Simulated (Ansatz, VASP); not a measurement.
**Ti in VASP and in Ansatz**

```xyz
2
Lattice="2.8420 0.0000 0.0000 -1.4210 2.4612 0.0000 0.0000 0.0000 4.4966" Properties=species:S:1:pos:R:3 pbc="T T T"
Ti    0.0000    1.6408    1.1241
Ti    1.4210    0.8204    3.3724
```

Change from the starting cell: volume scaled by 0.94, PAW files.

Alike in both runs: task single point; functional PBEsol; k mesh 15 × 15 × 8; occupations fermi-dirac, width 0.05 eV; no spin polarisation.

|  | VASP | Ansatz |
| --- | --- | --- |
| version | VASP 6.6.1 | Ansatz 0.2.0 |
| potentials or method | VASP PAW PBE potentials, release 64 (Ti_sv) | PAW with Ansatz's default frozen-core files, scalar-relativistic |
| plane-wave cutoff (eV) | 520 | 420 |
| valence electrons in the cell | 24 | 24 |

Ansatz gave:

```
pressure (GPa) : 8.2
```

Task: What did VASP give for the same quantities?

Result: Pressure (GPa): 7.8.

VASP's potentials were made for PBE, not for PBEsol.
